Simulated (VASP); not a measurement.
Write the native input for VASP 6.6.1 that does the following.

* Task: single point
* Functional: PBEsol
* Potentials or basis: VASP PAW PBE potentials, release 64 (Al, N)
* Cutoff: 520 eV
* k mesh: 9 × 9 × 6
* Occupations: gaussian, width 0.05 eV
* Spin: no spin polarisation
* Dipole correction: no
* Further INCAR settings: ALGO = Normal; EDIFF = 1e-06; NBANDS = 16

The structure of AlN lies in POSCAR:

```
AlN
1.0
    3.2816000000      0.0000000000      0.0000000000
   -1.6408000000      2.8419489650      0.0000000000
    0.0000000000      0.0000000000      3.9330000000
Al N
2 2
Direct
    0.3333333333      0.6666666667      0.7500000000
    0.6666666667      0.3333333333      0.2500000000
    0.3333333333      0.6666666667      0.2500000000
    0.6666666667      0.3333333333      0.7500000000
```

One way to write it, as run:

INCAR

```
SYSTEM = AlN
PREC     = Accurate       ! precision mode
ENCUT    = 520            ! plane-wave cutoff, eV
EDIFF    = 1E-6           ! SCF threshold, eV
ISMEAR   = 0              ! smearing method
SIGMA    = 0.05           ! smearing width, eV
LREAL    = .False.        ! projectors in reciprocal space
LASPH    = .True.         ! aspherical terms in the spheres
NELM     = 100            ! most SCF steps
ALGO     = Normal         ! electronic algorithm
ISIF     = 2              ! what is computed and relaxed
LWAVE    = .False.        ! write WAVECAR
LCHARG   = .False.        ! write CHGCAR
GGA      = PS             ! functional
NBANDS   = 16             ! bands
```

KPOINTS

```
Automatic mesh
0
Gamma
  9 9 6
  0 0 0
```

Potentials or basis: VASP PAW PBE potentials, release 64 (Al, N).

Run with:

```console
$ cat potpaw_PBE.64/Al/POTCAR potpaw_PBE.64/N/POTCAR > POTCAR
$ mpirun -np 1 vasp_std > vasp.out
```

Results of the run:

The pressure is 15.2 GPa and the band gap on the k mesh is 3.88 eV.

Caveat: the cell stands under pressure; the PAW data sets were made with another functional, which shifts forces and pressure a little; an odd mesh through Γ misses points on the zone boundary, where band edges can lie.

Wall time 17 s on 1 thread of AMD EPYC 7R13 Processor (Zen 3) (shared host), peak memory 0.12 GiB.
